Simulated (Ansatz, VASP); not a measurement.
# WS2: VASP beside Ansatz

INCAR

```
  PREC = Accurate
  ENCUT = 520
  EDIFF = 1E-6
  ISMEAR = 0
  SIGMA = 0.02
  LREAL = F
  LASPH = T
  NELM = 60
  ALGO = Normal
  ISIF = 2
  LWAVE = F
  LCHARG = T
  GGA = PE
  LELF = T
  LVHAR = T
  NBANDS = 35
```

Contents of KPOINTS:

```
Automatic mesh
0
Gamma
  12 12 4
```

POSCAR

```
WS2
1.0
    3.1520156635      0.0000000000      0.0000000000
   -1.5760078318      2.7297256377      0.0000000000
    0.0000000000      0.0000000000     13.1400000000
W S
2 4
Direct
    0.3333333333      0.6666666667      0.2500000000
    0.6666666667      0.3333333333      0.7500000000
    0.3333333333      0.6666666667      0.6102020410
    0.6666666667      0.3333333333      0.1102020410
    0.3333333333      0.6666666667      0.8897979590
    0.6666666667      0.3333333333      0.3897979590
```

Input for Ansatz:

```yaml
crystal:
  lattice:
    - [3.1520156635, 0.0, 0.0]
    - [-1.5760078318, 2.7297256377, 0.0]
    - [0.0, 0.0, 13.14]
  atoms:
    - { symbol: W, position: [0.3333333333, 0.6666666667, 0.25] }
    - { symbol: W, position: [0.6666666667, 0.3333333333, 0.75] }
    - { symbol: S, position: [0.3333333333, 0.6666666667, 0.610202041] }
    - { symbol: S, position: [0.6666666667, 0.3333333333, 0.110202041] }
    - { symbol: S, position: [0.3333333333, 0.6666666667, 0.889797959] }
    - { symbol: S, position: [0.6666666667, 0.3333333333, 0.389797959] }
basis:
  ecutwfc: 420
kpoints:
  mp_grid: { grid: [12, 12, 4] }
hamiltonian:
  xc: pbe
scf:
  occupations: { method: gaussian, width: 0.02 }
output:
  forces: true
  stress: true
  eigenvalues: true
```

Alike in both runs: task single point; functional PBE; k mesh 12 × 12 × 4; occupations gaussian, width 0.02 eV; no spin polarisation.

|  | VASP | Ansatz |
| --- | --- | --- |
| version | VASP 6.6.1 | Ansatz 0.2.0 |
| potentials or method | VASP PAW PBE potentials, release 64 (W_sv, S), cutoff 520 eV | scalar-relativistic, plane waves, PAW |
| valence electrons in the cell | 52 | 52 |

```csv
,VASP,Ansatz,Ansatz less VASP
gap on the k mesh at the Fermi level (eV),0.59,0.58,-0.002
least direct gap on the mesh (eV),1.26,1.26,-0.004
pressure (GPa),-16.4,-16.3,+0.10
"traceless stress, the component that is largest in VASP (GPa)",-18.58,-18.56,+0.020
rms of the force components (eV/Å),1.713,1.713,-0.0002
```

Atom by atom the forces differ by 0.000 eV/Å (rms over components).

Neither program's run includes spin-orbit coupling.
